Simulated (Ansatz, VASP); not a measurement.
## Two plane-wave programs on C

Contents of POSCAR:

```
C
1.0
    0.0000000000      1.7833700000      1.7833700000
    1.7833700000      0.0000000000      1.7833700000
    1.7833700000      1.7833700000      0.0000000000
C
2
Direct
    0.0000000000      0.0000000000      0.0000000000
    0.2500000000      0.2500000000      0.2500000000
```

INCAR.step1

```
PREC = Accurate ; ENCUT = 660
ISMEAR = 0 ; SIGMA = 0.02
LREAL = False ; LASPH = True
NELM = 120 ; NBANDS = 11
GGA = PE ; ALGO = Normal
EDIFF = 1E-5 ; LWAVE = True
LCHARG = False ; GGA_COMPAT = False
```

The input INCAR.step2:

```
PREC = Accurate ; ENCUT = 660
EDIFF = 1E-6 ; ISMEAR = 0
SIGMA = 0.02 ; LREAL = False
LASPH = True ; NELM = 120
ALGO = Normal ; ISIF = 2
LWAVE = False ; LCHARG = True
METAGGA = R2SCAN ; LMIXTAU = True
LELF = True ; LVHAR = True
NBANDS = 11 ; ISTART = 1
GGA_COMPAT = False
```

File KPOINTS:

```
Automatic mesh
0
Gamma
  12 12 12
```

Input for Ansatz:

```yaml
crystal:
  lattice:
    - [0.0, 1.78337, 1.78337]
    - [1.78337, 0.0, 1.78337]
    - [1.78337, 1.78337, 0.0]
  atoms:
    - { symbol: C, position: [0.0, 0.0, 0.0] }
    - { symbol: C, position: [0.25, 0.25, 0.25] }
basis:
  ecutwfc: 500
kpoints:
  mp_grid: { grid: [12, 12, 12] }
hamiltonian:
  xc: r2scan
scf:
  occupations: { method: gaussian, width: 0.02 }
output:
  forces: true
  stress: true
  eigenvalues: true
  populations: true
```

Alike in both runs: task single point; functional r2SCAN; k mesh 12 × 12 × 12; occupations gaussian, width 0.02 eV; no spin polarisation.

|  | VASP | Ansatz |
| --- | --- | --- |
| version | VASP 6.6.1 | Ansatz 0.2.0 |
| potentials or method | VASP PAW PBE potentials, release 64 (C), cutoff 660 eV | scalar-relativistic, plane waves, PAW |
| valence electrons in the cell | 8 | 8 |

```tsv
	VASP	Ansatz	Ansatz less VASP
gap on the k mesh at the Fermi level (eV)	4.34	4.37	+0.028
least direct gap on the mesh (eV)	5.84	5.88	+0.044
pressure (GPa)	-2.3	-2.4	-0.12
```

VASP's potentials were made for PBE, not for r2SCAN.
